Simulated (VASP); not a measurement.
# Si2C (P-3m1) in VASP: notebook, part 4 of 4

VASP 6.6.1. Earlier steps stand in the parts before.

## Step 7: Relaxation of cell and atoms, PBE

Input file INCAR:

```
SYSTEM = Si2C
ALGO = Normal ; EDIFF = 1E-6
EDIFFG = -0.01 ; ENCUT = 600
GGA = PE ; IBRION = 2
ISIF = 3 ; ISMEAR = 0
LASPH = .True. ; LCHARG = .False.
LREAL = .False. ; LWAVE = .False.
NELM = 100 ; NSW = 100
PREC = Accurate ; SIGMA = 0.1
```

Input file KPOINTS:

```
k-points
0
Gamma
  12 12 6
  0 0 0
```

Input file POSCAR:

```
Si2C
1.0
    3.2319977737      0.0000000000      0.0000000000
   -1.6159988869      2.7989921770      0.0000000000
    0.0000000000      0.0000000000      8.6503027181
Si C
4 2
Direct
    0.0000000000      0.0000000000      0.3624318729
    0.3333333333      0.6666666667      0.0731969164
    0.0000000000      0.0000000000      0.6375681271
    0.6666666667      0.3333333333      0.9268030836
    0.6666666667      0.3333333333      0.7068532197
    0.3333333333      0.6666666667      0.2931467803
```

Potentials or basis: VASP PAW PBE potentials, release 64 (Si, C).

The run is started by

```sh
cat potpaw_PBE.64/Si/POTCAR potpaw_PBE.64/C/POTCAR > POTCAR
mpirun -np 1 vasp_std > vasp.out
```

OUTCAR:

```text
SYSTEM = Si2C
   EDIFF = 1E-6
   EDIFFG = -0.01
   ENCUT = 600
   GGA = PE
   IBRION = 2
   ISIF = 3
   ISMEAR = 0
   LASPH = .True.
   LREAL = .False.
   NELM = 100
   NSW = 100
   PREC = Accurate

 ion  position               nearest neighbor table
   1  0.000  0.000  0.362-   6 1.96   6 1.96   6 1.96   3 2.38   2 3.12   2 3.12   2 3.12
   2  0.333  0.667  0.073-   6 1.90   4 2.26   4 2.26   4 2.26   1 3.12   1 3.12   1 3.12
   3  0.000  0.000  0.638-   5 1.96   5 1.96   5 1.96   1 2.38   4 3.12   4 3.12   4 3.12
   4  0.667  0.333  0.927-   5 1.90   2 2.26   2 2.26   2 2.26   3 3.12   3 3.12   3 3.12
   5  0.667  0.333  0.707-   4 1.90   3 1.96   3 1.96   3 1.96
   6  0.333  0.667  0.293-   2 1.90   1 1.96   1 1.96   1 1.96

  LATTYP: Found a hexagonal cell.
 ALAT       =     3.2319977737
 C/A-ratio  =     2.6764568925

  Lattice vectors:

 A1 = (   3.2319977737,   0.0000000000,   0.0000000000)
 A2 = (  -1.6159988869,   2.7989921770,   0.0000000000)
 A3 = (   0.0000000000,   0.0000000000,   8.6503027181)

Analysis of symmetry for initial positions (statically):
=====================================================================
 Subroutine PRICEL returns:
 Original cell was already a primitive cell.

 Routine SETGRP: Setting up the symmetry group for a
 hexagonal supercell.

 Subroutine GETGRP returns: Found 12 space group operations
 (whereof 12 operations were pure point group operations)
 out of a pool of 24 trial point group operations.

The static configuration has the point symmetry D_3d.

Analysis of symmetry for dynamics (positions and initial velocities):
=====================================================================
 Subroutine PRICEL returns:
 Original cell was already a primitive cell.

 Routine SETGRP: Setting up the symmetry group for a
 hexagonal supercell.

 Subroutine GETGRP returns: Found 12 space group operations
 (whereof 12 operations were pure point group operations)
 out of a pool of 24 trial point group operations.

The dynamic configuration has the point symmetry D_3d.

 Subroutine INISYM returns: Found 12 space group operations
 (whereof 12 operations are pure point group operations),
 and found     1 'primitive' translations

----------------------------------------------------------------------------------------

                                     Primitive cell

  volume of cell :      78.2535

  direct lattice vectors                    reciprocal lattice vectors
     3.231997774  0.000000000  0.000000000     0.309406154  0.178635726  0.000000000
    -1.615998887  2.798992177  0.000000000     0.000000000  0.357271452  0.000000000
     0.000000000  0.000000000  8.650302718     0.000000000  0.000000000  0.115602891

  length of vectors
     3.231997774  3.231997774  8.650302718     0.357271452  0.357271452  0.115602891

  position of ions in fractional coordinates (direct lattice)
     0.000000000  0.000000000  0.362431873
     0.333333333  0.666666667  0.073196916
     0.000000000  0.000000000  0.637568127
     0.666666667  0.333333333  0.926803084
     0.666666667  0.333333333  0.706853220
     0.333333333  0.666666667  0.293146780

  ion indices of the primitive-cell ions
   primitive index   ion index
                 1           1
                 2           2
                 3           3
[... 58 lines left out ...]
   number of dos      NEDOS =    301   number of ions     NIONS =      6
   total plane-waves  NPLWV =  54880
   dimension x,y,z NGX =    28 NGY =   28 NGZ =   70
   dimension x,y,z NGXF=    56 NGYF=   56 NGZF=  140
   ions per type =               4   2
   NGX,Y,Z   is equivalent  to a cutoff of  14.40, 14.40, 13.45 a.u.
   NGXF,Y,Z  is equivalent  to a cutoff of  28.81, 28.81, 26.91 a.u.
 SYSTEM =  Si2C
   PREC   = accura    normal or accurate (medium, high low for compatibility)
   ISTART =      0    job   : 0-new  1-cont  2-samecut
   ICHARG =      2    charge: 1-file 2-atom 10-const
   ISPIN  =      1    spin polarized calculation?
   LNONCOLLINEAR =      F non collinear calculations
   LSORBIT =      F    spin-orbit coupling
   LASPH  =      T    aspherical Exc in radial PAW
   ENCUT  =  600.0 eV  44.10 Ry    6.64 a.u.   6.46  6.46 17.28*2*pi/ulx,y,z
   NELM   =    100;   NELMIN=  2; NELMDL= -5     # of ELM steps
   EDIFF  = 0.1E-05   stopping-criterion for ELM
   LREAL  =      F    real-space projection
   EDIFFG = -.1E-01   stopping-criterion for IOM
   NSW    =    100    number of steps for IOM
   IBRION =      2    ionic relax: 0-MD 1-quasi-New 2-CG
   NFREE  =      1    steps in history (QN), initial steepest desc. (CG)
   ISIF   =      3    stress and relaxation
   ISYM   =      2    0-nonsym 1-usesym 2-fastsym
   POTIM  = 0.5000    time-step for ionic-motion
   TEBEG  =    0.0;   TEEND  =   0.0 temperature during run
   PSTRESS=    0.0 pullay stress
   NELECT =      24.0000    total number of electrons
   NUPDOWN=      -1.0000    fix difference up-down
   EMIN   =  10.00;   EMAX   =-10.00  energy-range for DOS
   EFERMI =   0.00;   METHOD = LEGACY
   ISMEAR =     0;   SIGMA  =   0.10  broadening in eV -4-tet -1-fermi 0-gaus
   EFERMI_NEDOS =   21; number of points for ismear=-14 and -15
   IALGO  =     38    algorithm
   IMIX   =      4    mixing-type and parameters
     AMIX     =   0.40;   BMIX     =  1.00
     AMIX_MAG =   1.60;   BMIX_MAG =  1.00
  volume/ion in A,a.u.               =      13.04        88.01
  Fermi-wavevector in a.u.,A,eV,Ry     =   1.104021  2.086297 16.583621  1.218862
  Thomas-Fermi vector in A             =   2.240487
   LORBIT       =      0    0 simple, 1 ext, 2 COOP (PROOUT), +10 PAW based schemes
   GGA     = PE    functional components
   LHFCALC =     F    Hartree Fock is set to
   AEXX    =    0.0000 exact exchange contribution
   IVDW    =     0    specifies the selected vdW correction
   LEPSILON=     F    determine dielectric tensor
   LRPA    =     F    only Hartree local field effects (RPA)
 conjugate gradient relaxation of ions
 non-spin polarized calculation
 Gauss-broadening in eV      SIGMA  =   0.10
  energy-cutoff  :      600.00
  volume of cell :       78.25
 maximum number of plane-waves:      2650
 NGX is ok and might be reduce to    28
   NGX = 13   NGY = 13   NGZ = 35

--------------------------------------- Ionic step        1  -------------------------------------------

 number of electron      24.0000001 magnetization

 Free energy of the ion-electron system (eV)
  ---------------------------------------------------
  ext. energy  EPLUGINS =         0.00000000
  ---------------------------------------------------
  free energy    TOTEN  =       -38.65684489 eV

  energy without entropy =      -38.64877050  energy(sigma->0) =      -38.65280770

------------------------ aborting loop because EDIFF is reached ----------------------------------------

  FORCE on cell =-STRESS in cart. coord.  units (eV):
  Direction    XX          YY          ZZ          XY          YZ          ZX
  --------------------------------------------------------------------------------------
  -------------------------------------------------------------------------------------
  Total       -0.2349646     -0.2349646     -0.2291538      0.0000000      0.0000000      0.0000000
  in kB       -4.8107068     -4.8107068     -4.6917367      0.0000000      0.0000000      0.0000000
  external PRESSURE =      -4.7710501 kB  Pullay stress =       0.0000000 kB
[... 187 lines left out ...]
--------------------------------------- Ionic step        6  -------------------------------------------

 number of electron      24.0000001 magnetization

 Free energy of the ion-electron system (eV)
  ---------------------------------------------------
  ext. energy  EPLUGINS =         0.00000000
  ---------------------------------------------------
  free energy    TOTEN  =       -38.65884249 eV

  energy without entropy =      -38.65146063  energy(sigma->0) =      -38.65515156

 E-fermi :   8.9533     XC(G=0): -10.7131

 val. band max:        8.9461630498   @ k =   0.3333   0.1667   0.0000
 cond. band min:       8.9786306008   @ k =   0.4167   0.0833   0.3333
 fundamental gap:      0.0324675510
 Fermi energy:         8.9532742514

 k-point     1 :       0.0000    0.0000    0.0000
  band No.  band energies     occupation
      1      -7.0957      2.00000
      2      -6.2841      2.00000
      3      -4.0188      2.00000
      4       0.6928      2.00000
      5       1.0387      2.00000
      6       5.9232      2.00000
[... 433 lines left out ...]
      3      -3.4275      2.00000
      4       0.2839      2.00000
      5       2.1060      2.00000
      6       3.9991      2.00000
[... 8 lines left out ...]
     15      11.6038      0.00000
     16      13.1932      0.00000

 [... further k-points ...]

------------------------ aborting loop because EDIFF is reached ----------------------------------------

  FORCE on cell =-STRESS in cart. coord.  units (eV):
  Direction    XX          YY          ZZ          XY          YZ          ZX
  --------------------------------------------------------------------------------------
  -------------------------------------------------------------------------------------
  Total        0.0045140      0.0045140     -0.0457653     -0.0000000      0.0000000     -0.0000000
  in kB        0.0924082      0.0924082     -0.9368887     -0.0000000      0.0000000     -0.0000000
  external PRESSURE =      -0.2506908 kB  Pullay stress =       0.0000000 kB
[... 21 lines left out ...]
  FREE ENERGIE OF THE ION-ELECTRON SYSTEM (eV)
  ---------------------------------------------------
  free  energy   TOTEN  =       -38.6588424888 eV

  energy  without entropy=      -38.6514606314  energy(sigma->0) =      -38.65515156

 reached required accuracy - stopping structural energy minimisation
```

Run time: 6.4 min. Hardware: 1 thread of Intel Xeon Platinum 8259CL at 2.50GHz (Skylake/Cascade Lake), shared host; peak memory 0.31 GiB.

Results:

```yaml
Free_energy: -38.6588 eV
Relaxed_volume: 13.04 Å³/atom
Relaxed_cell: a = 3.237 Å, b = 3.237 Å, c = 8.625 Å, α = 90.00°, β = 90.00°, γ = 120.00°
Space_group_after_relaxing_to_0.05_Å: P-3m1 (No. 164)
Energy_gained_by_relaxing: 0.3 meV/atom
Ionic_steps: 6
Pressure_after_relaxing: 0.0 GPa
Largest_force_after_relaxing: 0.006 eV/Å
Band_gap_on_the_k_mesh: zero (band 12 reaches 10.54 eV, above the bottom of band 13 at 8.16 eV)
```

Forces on the atoms (eV/Å):
```
Si   0.000  0.000 -0.003
Si   0.000  0.000 -0.002
Si   0.000  0.000  0.003
Si   0.000  0.000  0.002
C    0.000  0.000  0.006
C    0.000  0.000 -0.006
```

Stress tensor (GPa, compression positive):
```
 0.01  0.00  0.00
 0.00  0.01  0.00
 0.00  0.00 -0.09
```

The path:
| step | energy change (eV) | largest force (eV/Å) | pressure (GPa) | volume (Å³) |
| --- | --- | --- | --- | --- |
| 1 | 0.0000 | 0.1643 | -0.48 | 78.25 |
| 2 | -0.0003 | 0.1115 | 0.63 | 77.81 |
| 3 | -0.0011 | 0.0376 | 0.11 | 78.02 |
| 4 | -0.0015 | 0.0244 | 0.17 | 78.05 |
| 5 | -0.0018 | 0.0301 | 0.25 | 78.08 |
| 6 | -0.0020 | 0.0065 | -0.03 | 78.26 |

Final structure:
```
CELL_PARAMETERS angstrom
3.23699 0.00000 0.00000
-1.61849 2.80331 0.00000
0.00000 0.00000 8.62475
ATOMIC_POSITIONS crystal
Si 0.00000 0.00000 0.36198
Si 0.33333 0.66667 0.07199
Si 0.00000 0.00000 0.63802
Si 0.66667 0.33333 0.92801
C 0.66667 0.33333 0.70726
C 0.33333 0.66667 0.29274
```

## Step 8: The runs side by side

```csv
task,spin,cell,k mesh,cutoff (eV),gap on the mesh (eV),pressure (GPa),relaxed volume (Å³/atom),largest force (eV/Å)
single point,off,"a = 3.232, b = 3.232, c = 8.650 Å, angles 90.0, 90.0, 120.0°, 6 atoms",6 × 6 × 2,520,none,-0.2,-,0.03
single point,off,"a = 3.441, b = 3.441, c = 8.428 Å, angles 90.0, 90.0, 120.0°, 6 atoms",6 × 6 × 2,520,0.51,-0.3,-,5.47
relaxation of cell and atoms,off,"relaxed from a = 3.441, b = 3.441, c = 8.428 Å, angles 90.0, 90.0, 120.0°, 6 atoms",6 × 6 × 2,600,none,0.0,13.02,0.02
single point,"collinear, ferromagnetic start","a = 3.232, b = 3.232, c = 8.650 Å, angles 90.0, 90.0, 120.0°, 6 atoms",6 × 6 × 2,520,none,-0.2,-,0.03
single point,off,"a = 3.238, b = 3.238, c = 8.625 Å, angles 90.0, 90.0, 120.0°, 6 atoms",12 × 12 × 6,520,none,-0.1,-,0.01
relaxation of cell and atoms,off,"relaxed from a = 3.232, b = 3.232, c = 8.650 Å, angles 90.0, 90.0, 120.0°, 6 atoms",12 × 12 × 6,600,none,0.0,13.04,0.01
```

Alike in all rows: level PBE; potentials or basis VASP PAW PBE potentials, release 64 (Si, C); smearing gaussian 0.1 eV.

Caveats: some runs use coarse meshes; forces of over 1 eV/Å act on the atoms, so gaps and moduli don't describe the material at rest (some runs).

Total energies depend on the potentials used, so only differences within one code and one set of settings carry meaning.
